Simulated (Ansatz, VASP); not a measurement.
Two plane-wave programs on InP

INCAR

```
SYSTEM = InP
  PREC = Accurate
  ENCUT = 520
  EDIFF = 1E-6
  ISMEAR = 0
  SIGMA = 0.05
  LREAL = .False.
  LASPH = .True.
  NELM = 150
  ALGO = Normal
  ISIF = 2
  LWAVE = .False.
  LCHARG = .False.
  ISPIN = 2
  MAGMOM = 2 1
  LORBIT = 11
  GGA = PE
  NBANDS = 20
```

File KPOINTS:

```
Automatic mesh
0
Gamma
  10 10 10
  0 0 0
```

File POSCAR:

```
InP
1.0
    0.0000000000      3.0247347168      2.8906331776
    3.0247347168      0.0000000000      2.8906331776
    3.0247347168      3.0247347168      0.0000000000
In P
1 1
Direct
    0.0000000000      0.0000000000      0.0000000000
    0.7500000000      0.7500000000      0.7500000000
```

Input for Ansatz:

```yaml
crystal:
  lattice:
    - [0.0, 3.0247347168, 2.8906331776]
    - [3.0247347168, 0.0, 2.8906331776]
    - [3.0247347168, 3.0247347168, 0.0]
  atoms:
    - { symbol: In, position: [0.0, 0.0, 0.0], spin: 2.0 }
    - { symbol: P, position: [0.75, 0.75, 0.75], spin: 1.0 }
basis:
  ecutwfc: 420
  xc_grid: 2
kpoints:
  mp_grid: { grid: [10, 10, 10] }
hamiltonian:
  xc: pbe
scf:
  occupations: { method: gaussian, width: 0.05 }
output:
  forces: true
  eigenvalues: true
  stress: true
magnetization:
  spin_polarized: true
```

Alike in both runs: task single point; functional PBE; k mesh 10 × 10 × 10; occupations gaussian, width 0.05 eV; collinear spin.

|  | VASP | Ansatz |
| --- | --- | --- |
| version | VASP 6.6.1 | Ansatz 0.2.0 |
| potentials or method | VASP PAW PBE potentials, release 64 (In_d, P), cutoff 520 eV | scalar-relativistic, plane waves, PAW |
| valence electrons in the cell | 18 | 18 |

Ansatz gave:

| Item | Value |
| --- | --- |
| gap on the k mesh at the Fermi level (eV) | 0.31 |
| pressure (GPa) | 0.0 |
| traceless stress, the component that is largest in VASP (GPa) | 1.14 |
| net moment per atom (μB) | 0.00 |

**Question.** What did VASP give for the same quantities?

**Answer.** gap on the k mesh at the Fermi level (eV): 0.31; pressure (GPa): -0.1; traceless stress, the component that is largest in VASP (GPa): 1.14; net moment per atom (μB): 0.00.

Ansatz's warnings: seeded moment not kept.
